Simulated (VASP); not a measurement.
# Pt (Fm-3m) in VASP: single point with PBEsol

Aim: the single point of Pt with PBEsol.

All numbers are computed with VASP 6.6.1; they aren't measurements. Logs are shortened: lines on timing, memory, paths and dates and some standing lists are left out, and cuts for length are marked.

**1. The cell of the first run**

Symmetry: Fm-3m, No. 225, cubic system. Conventional cell: a = 3.918 Å, b = 3.918 Å, c = 3.918 Å, α = 90.00°, β = 90.00°, γ = 90.00°. Within 3.7 Å of Pt (site symmetry m-3m) lie 12 Pt at 2.77 Å.

**2. Single point, PBEsol**

Input file INCAR:

```
SYSTEM = Pt
ALGO = Fast ; EDIFF = 1E-7
ENCUT = 520 ; GGA = PS
ISIF = 2 ; ISMEAR = 0
LASPH = .TRUE. ; LCHARG = .FALSE.
LREAL = Auto ; LWAVE = .FALSE.
NBANDS = 154 ; NELM = 80
PREC = Accurate ; SIGMA = 0.1
```

Input file KPOINTS:

```
k-points
0
G
  4 4 4
  0 0 0
```

Input file POSCAR:

```
Pt
1.0
    0.0000000000      5.8769744843     -5.8769744843
    5.8769744843      5.8769744843      0.0000000000
    5.8769744843      0.0000000000     -5.8769744843
Pt
27
Direct
    0.6666666667      0.0000000000      0.6666666667
    0.6666666667      0.3333333333      0.6666666667
    0.6666666667      0.6666666667      0.6666666667
    0.3333333333      1.0000000000      0.6666666667
    0.3333333333      0.3333333333      0.6666666667
    0.3333333333      0.6666666667      0.6666666667
    0.0000000000      0.0000000000      0.6666666667
    0.0000000000      0.3333333333      0.6666666667
    0.0000000000      0.6666666667      0.6666666667
    0.6666666667      1.0000000000      0.3333333333
    0.6666666667      0.3333333333      0.3333333333
    0.6666666667      0.6666666667      0.3333333333
    0.3333333333      0.0000000000      0.3333333333
    0.3333333333      0.3333333333      0.3333333333
    0.3333333333      0.6666666667      0.3333333333
    0.0000000000      0.0000000000      0.3333333333
    0.0000000000      0.3333333333      0.3333333333
    0.0000000000      0.6666666667      0.3333333333
    0.6666666667      0.0000000000      0.0000000000
    0.6666666667      0.3333333333      0.0000000000
    0.6666666667      0.6666666667      0.0000000000
    0.3333333333      0.0000000000      0.0000000000
    0.3333333333      0.3333333333      0.0000000000
    0.3333333333      0.6666666667      0.0000000000
    0.0000000000      0.0000000000      0.0000000000
    0.0000000000      0.3333333333      0.0000000000
    0.0000000000      0.6666666667      0.0000000000
```

Potentials or basis: VASP PAW PBE potentials, release 64 (Pt).

The run is started by

```
$ cat potpaw_PBE.64/Pt/POTCAR > POTCAR
$ mpirun -np 1 vasp_std > vasp.out
```

OUTCAR:

```text
SYSTEM = Pt
   EDIFF = 1E-7
   ENCUT = 520
   GGA = PS
   ISIF = 2
   ISMEAR = 0
   LASPH = .TRUE.
   LREAL = Auto
   NELM = 80
   PREC = Accurate

 ion  position               nearest neighbor table
   1  0.667  0.000  0.667-   2 2.77   3 2.77   7 2.77   9 2.77  19 2.77  21 2.77  16 2.77   5 2.77
                            11 2.77  22 2.77  10 2.77   4 2.77
   2  0.667  0.333  0.667-   1 2.77   7 2.77   8 2.77  19 2.77  20 2.77  17 2.77  23 2.77  12 2.77
                             6 2.77   3 2.77   5 2.77  11 2.77
   3  0.667  0.667  0.667-   1 2.77   9 2.77  21 2.77   4 2.77  10 2.77  18 2.77  20 2.77   8 2.77
                            24 2.77   2 2.77  12 2.77   6 2.77
   4  0.333  0.000  0.667-   5 2.77   6 2.77   7 2.77   8 2.77  22 2.77  24 2.77  25 2.77  14 2.77
                             3 2.77  10 2.77  13 2.77   1 2.77
   5  0.333  0.333  0.667-   4 2.77   8 2.77  22 2.77  23 2.77  26 2.77   9 2.77   1 2.77  14 2.77
                            15 2.77   2 2.77   6 2.77  11 2.77
   6  0.333  0.667  0.667-   4 2.77   7 2.77   9 2.77  24 2.77  27 2.77  13 2.77  23 2.77   5 2.77
                            15 2.77   3 2.77   2 2.77  12 2.77
   7  0.000  0.000  0.667-   1 2.77   2 2.77   4 2.77   6 2.77   8 2.77   9 2.77  19 2.77  25 2.77
                            27 2.77  17 2.77  13 2.77  16 2.77
   8  0.000  0.333  0.667-   2 2.77   4 2.77   5 2.77   7 2.77  20 2.77  25 2.77  26 2.77  14 2.77
                             3 2.77   9 2.77  17 2.77  18 2.77
   9  0.000  0.667  0.667-   1 2.77   3 2.77   6 2.77   7 2.77  21 2.77  27 2.77  16 2.77   5 2.77
                            26 2.77  15 2.77  18 2.77   8 2.77
  10  0.667  0.000  0.333-  11 2.77  12 2.77  16 2.77  18 2.77  19 2.77  20 2.77  25 2.77  14 2.77
                             3 2.77   1 2.77   4 2.77  13 2.77
  11  0.667  0.333  0.333-  10 2.77  16 2.77  17 2.77  20 2.77  26 2.77  21 2.77   1 2.77   5 2.77
                             2 2.77  12 2.77  14 2.77  15 2.77
[... 36 lines left out ...]
  Lattice vectors:

 A1 = (   0.0000000000,   5.8769744843,  -5.8769744843)
 A2 = (   5.8769744843,   5.8769744843,   0.0000000000)
 A3 = (   5.8769744843,   0.0000000000,  -5.8769744843)

Analysis of symmetry for initial positions (statically):
=====================================================================
 Subroutine PRICEL returns following result:

  LATTYP: Found a face centered cubic cell.
 ALAT       =     3.9179829891

  Lattice vectors:

 A1 = (   0.0000000000,   1.9589914946,  -1.9589914946)
 A2 = (   1.9589914946,   1.9589914946,   0.0000000000)
 A3 = (   1.9589914946,   0.0000000000,  -1.9589914946)

  27 primitive cells build up your supercell.

 Routine SETGRP: Setting up the symmetry group for a
 face centered cubic supercell.

 Subroutine GETGRP returns: Found 48 space group operations
 (whereof 48 operations were pure point group operations)
 out of a pool of 48 trial point group operations.

The static configuration has the point symmetry O_h .

Analysis of symmetry for dynamics (positions and initial velocities):
=====================================================================
 Subroutine PRICEL returns following result:

  LATTYP: Found a face centered cubic cell.
 ALAT       =     3.9179829891

  Lattice vectors:

 A1 = (   0.0000000000,   1.9589914946,  -1.9589914946)
 A2 = (   1.9589914946,   1.9589914946,   0.0000000000)
 A3 = (   1.9589914946,   0.0000000000,  -1.9589914946)

  27 primitive cells build up your supercell.

 Routine SETGRP: Setting up the symmetry group for a
 face centered cubic supercell.

 Subroutine GETGRP returns: Found 48 space group operations
 (whereof 48 operations were pure point group operations)
 out of a pool of 48 trial point group operations.

The dynamic configuration has the point symmetry O_h .

 Subroutine INISYM returns: Found 48 space group operations
 (whereof 48 operations are pure point group operations),
 and found    27 'primitive' translations

----------------------------------------------------------------------------------------

                                     Primitive cell

  volume of cell :      15.0358

  direct lattice vectors                    reciprocal lattice vectors
     0.000000000  1.958991495 -1.958991495    -0.255233370  0.255233370 -0.255233370
     1.958991495  1.958991495  0.000000000     0.255233370  0.255233370  0.255233370
     1.958991495  0.000000000 -1.958991495     0.255233370 -0.255233370 -0.255233370

  length of vectors
     2.770432340  2.770432340  2.770432340     0.442077164  0.442077164  0.442077164

  position of ions in fractional coordinates (direct lattice)
     0.000000000  0.000000000  0.000000000

  ion indices of the primitive-cell ions
   primitive index   ion index
                 1           1

----------------------------------------------------------------------------------------

 KPOINTS: k-points

Automatic generation of k-mesh.
 Grid dimensions read from file:
 generate k-points for:    4    4    4

 Generating k-lattice:

  Cartesian coordinates                     Fractional coordinates (reciprocal lattice)
    -0.021269447  0.021269447 -0.021269447     0.250000000  0.000000000  0.000000000
     0.021269447  0.021269447  0.021269447     0.000000000  0.250000000  0.000000000
     0.021269447 -0.021269447 -0.021269447     0.000000000  0.000000000  0.250000000

  Length of vectors
     0.036839764  0.036839764  0.036839764

  Shift w.r.t. Gamma in fractional coordinates (k-lattice)
     0.000000000  0.000000000  0.000000000

 Subroutine IBZKPT returns following result:
 ===========================================

 Found      8 irreducible k-points:

 Following reciprocal coordinates:
            Coordinates               Weight
  0.000000  0.000000  0.000000      1.000000
  0.250000  0.000000  0.000000      8.000000
  0.500000  0.000000  0.000000      4.000000
  0.250000  0.250000  0.000000      6.000000
  0.500000  0.250000  0.000000     24.000000
 -0.250000  0.250000  0.000000     12.000000
  0.500000  0.500000  0.000000      3.000000
 -0.250000  0.500000  0.250000      6.000000
   k-points           NKPTS =      8   k-points in BZ     NKDIM =      8   number of bands    NBANDS=    154
   number of dos      NEDOS =    301   number of ions     NIONS =     27
   total plane-waves  NPLWV = 262144
   dimension x,y,z NGX =    64 NGY =   64 NGZ =   64
   dimension x,y,z NGXF=   128 NGYF=  128 NGZF=  128
   ions per type =              27
   NGX,Y,Z   is equivalent  to a cutoff of  12.80, 12.80, 12.80 a.u.
   NGXF,Y,Z  is equivalent  to a cutoff of  25.60, 25.60, 25.60 a.u.
 SYSTEM =  Pt
   PREC   = accura    normal or accurate (medium, high low for compatibility)
   ISTART =      0    job   : 0-new  1-cont  2-samecut
   ICHARG =      2    charge: 1-file 2-atom 10-const
   ISPIN  =      1    spin polarized calculation?
   LNONCOLLINEAR =      F non collinear calculations
   LSORBIT =      F    spin-orbit coupling
   LASPH  =      T    aspherical Exc in radial PAW
   ENCUT  =  520.0 eV  38.22 Ry    6.18 a.u.  15.45 15.45 15.45*2*pi/ulx,y,z
   NELM   =     80;   NELMIN=  2; NELMDL= -5     # of ELM steps
   EDIFF  = 0.1E-06   stopping-criterion for ELM
   LREAL  =      T    real-space projection
   EDIFFG = 0.1E-05   stopping-criterion for IOM
   NSW    =      0    number of steps for IOM
   IBRION =     -1    ionic relax: 0-MD 1-quasi-New 2-CG
   NFREE  =      0    steps in history (QN), initial steepest desc. (CG)
   ISIF   =      2    stress and relaxation
   ISYM   =      2    0-nonsym 1-usesym 2-fastsym
   POTIM  = 0.5000    time-step for ionic-motion
   TEBEG  =    0.0;   TEEND  =   0.0 temperature during run
   PSTRESS=    0.0 pullay stress
   NELECT =     270.0000    total number of electrons
   NUPDOWN=      -1.0000    fix difference up-down
   EMIN   =  10.00;   EMAX   =-10.00  energy-range for DOS
   EFERMI =   0.00;   METHOD = LEGACY
   ISMEAR =     0;   SIGMA  =   0.10  broadening in eV -4-tet -1-fermi 0-gaus
   EFERMI_NEDOS =   21; number of points for ismear=-14 and -15
   IALGO  =     68    algorithm
   IMIX   =      4    mixing-type and parameters
     AMIX     =   0.40;   BMIX     =  1.00
     AMIX_MAG =   1.60;   BMIX_MAG =  1.00
  volume/ion in A,a.u.               =      15.04       101.47
  Fermi-wavevector in a.u.,A,eV,Ry     =   1.429000  2.700419 27.783661  2.042041
  Thomas-Fermi vector in A             =   2.549001
   LORBIT       =      0    0 simple, 1 ext, 2 COOP (PROOUT), +10 PAW based schemes
   GGA     = PS    functional components
   LHFCALC =     F    Hartree Fock is set to
   AEXX    =    0.0000 exact exchange contribution
   IVDW    =     0    specifies the selected vdW correction
   LEPSILON=     F    determine dielectric tensor
   LRPA    =     F    only Hartree local field effects (RPA)
 non-spin polarized calculation
 RMM-DIIS sequential band-by-band and
 Gauss-broadening in eV      SIGMA  =   0.10
  energy-cutoff  :      520.00
  volume of cell :      405.97
 maximum number of plane-waves:     10969
 NGX is ok and might be reduce to    64
   NGX = 31   NGY = 31   NGZ = 31

 number of electron     270.0000004 magnetization

 Free energy of the ion-electron system (eV)
  ---------------------------------------------------
  ext. energy  EPLUGINS =         0.00000000
  ---------------------------------------------------
  free energy    TOTEN  =      -188.21006965 eV

  energy without entropy =     -187.92356389  energy(sigma->0) =     -188.06681677

 E-fermi :  11.1786     XC(G=0): -13.6441

 val. band max:       11.1756191866   @ k =  -0.2500   0.2500   0.0000
 cond. band min:      11.1823348473   @ k =  -0.2500   0.2500   0.0000
 fundamental gap:      0.0067156607
 Fermi energy:        11.1785618868

 k-point     1 :       0.0000    0.0000    0.0000
  band No.  band energies     occupation
      1       0.8233      2.00000
      2       3.5705      2.00000
      3       3.5705      2.00000
      4       3.5705      2.00000
      5       3.5705      2.00000
      6       3.5705      2.00000
[... 1189 lines left out ...]
    146      13.2252      0.00000
    147      13.2252      0.00000
 [bands above 147 left out]

------------------------ aborting loop because EDIFF is reached ----------------------------------------

  FORCE on cell =-STRESS in cart. coord.  units (eV):
  Direction    XX          YY          ZZ          XY          YZ          ZX
  --------------------------------------------------------------------------------------
  -------------------------------------------------------------------------------------
  Total       -0.6333144     -0.6333144     -0.6333144      0.0000000      0.0000000      0.0000000
  in kB       -2.4994159     -2.4994159     -2.4994159      0.0000000      0.0000000      0.0000000
  external PRESSURE =      -2.4994159 kB  Pullay stress =       0.0000000 kB

 VOLUME and BASIS-vectors are now :
 -----------------------------------------------------------------------------
  energy-cutoff  :      520.00
  volume of cell :      405.97
      direct lattice vectors                 reciprocal lattice vectors
     0.000000000  5.876974484 -5.876974484    -0.085077790  0.085077790 -0.085077790
     5.876974484  5.876974484  0.000000000     0.085077790  0.085077790  0.085077790
     5.876974484  0.000000000 -5.876974484     0.085077790 -0.085077790 -0.085077790

 POSITION                                       TOTAL-FORCE (eV/Angst)
 -----------------------------------------------------------------------------------
      3.91798      3.91798     -7.83597         0.000000     -0.000000      0.000000
      5.87697      5.87697     -7.83597         0.000000     -0.000000      0.000000
      7.83597      7.83597     -7.83597         0.000000      0.000000     -0.000000
      3.91798      1.95899     -5.87697         0.000000      0.000000     -0.000000
      5.87697      3.91798     -5.87697        -0.000000      0.000000     -0.000000
      7.83597      5.87697     -5.87697         0.000000     -0.000000     -0.000000
[... 19 lines left out ...]
      1.95899      1.95899      0.00000        -0.000000     -0.000000      0.000000
      3.91798      3.91798      0.00000        -0.000000     -0.000000      0.000000
 -----------------------------------------------------------------------------------
    total drift:                                0.000000     -0.000000     -0.000000

  FREE ENERGIE OF THE ION-ELECTRON SYSTEM (eV)
  ---------------------------------------------------
  free  energy   TOTEN  =      -188.2100696478 eV

  energy  without entropy=     -187.9235638917  energy(sigma->0) =     -188.06681677
```

Run time: 28 min. Hardware: 1 thread of AMD EPYC 7R13 (Zen 3), shared host; peak memory 0.72 GiB.

Results:

```
Free energy            : -188.2101 eV
Pressure               : -0.2 GPa
Band gap on the k mesh : zero (bands 135 and 136 overlap by 0.82 eV)
```

Levels at points of the mesh, in eV from the Fermi level:
| k point | band 132 | band 133 | band 134 | band 135 | band 136 | band 137 | band 138 | band 139 |
| --- | --- | --- | --- | --- | --- | --- | --- | --- |
| (0.00, 0.00, 0.00) | -0.84 | -0.66 | -0.66 | -0.66 | -0.66 | -0.66 | -0.66 | -0.66 |
| (0.50, 0.00, 0.00) | -0.15 | -0.15 | -0.15 | -0.15 | -0.15 | 0.03 | 0.03 | 0.24 |
| (0.50, 0.50, 0.00) | 0.09 | 0.09 | 0.09 | 0.09 | 0.48 | 0.48 | 0.49 | 0.49 |

Caveat: the PAW data sets were made with another functional, which shifts forces and pressure a little; spin-orbit coupling is left out, which moves the levels of the heavy elements.
